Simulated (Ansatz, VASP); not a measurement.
## Two plane-wave programs on SnO

```xyz
4
Lattice="3.3550 0.0000 0.0000 0.0000 5.6741 0.0000 0.0000 0.0000 4.2220" Properties=species:S:1:pos:R:3 pbc="T T T"
Sn   -0.0155    1.1630    2.0902
Sn    1.6609    4.2598   -0.0314
O    -0.0046    4.9775    3.0765
O     1.6673    0.4365    0.9997
```

Alike in both runs: task single point; functional LDA; k mesh 4 × 3 × 3; no spin polarisation.

```csv
,VASP,Ansatz
version,VASP 6.6.1,Ansatz 0.2.0
potentials or method,"VASP PAW LDA potentials, release 64 (Sn_d, O)","plane waves, PAW"
plane-wave cutoff (eV),520,420
occupations,"gaussian, width 0.01 eV",fixed
valence electrons in the cell,40,40
```

Ansatz gave:

| Property | Result |
| --- | --- |
| rms of the force components (eV/Å) | 0.092 |

Q: What did VASP give for the same quantities?

A: rms of the force components (eV/Å): 0.073.

LDA's correlation is that of Perdew and Zunger in VASP and of Perdew and Wang (1992) in Ansatz. Atom by atom the forces differ by 0.046 eV/Å (rms over components).

The k mesh is coarse, so the values compare programs but aren't converged.
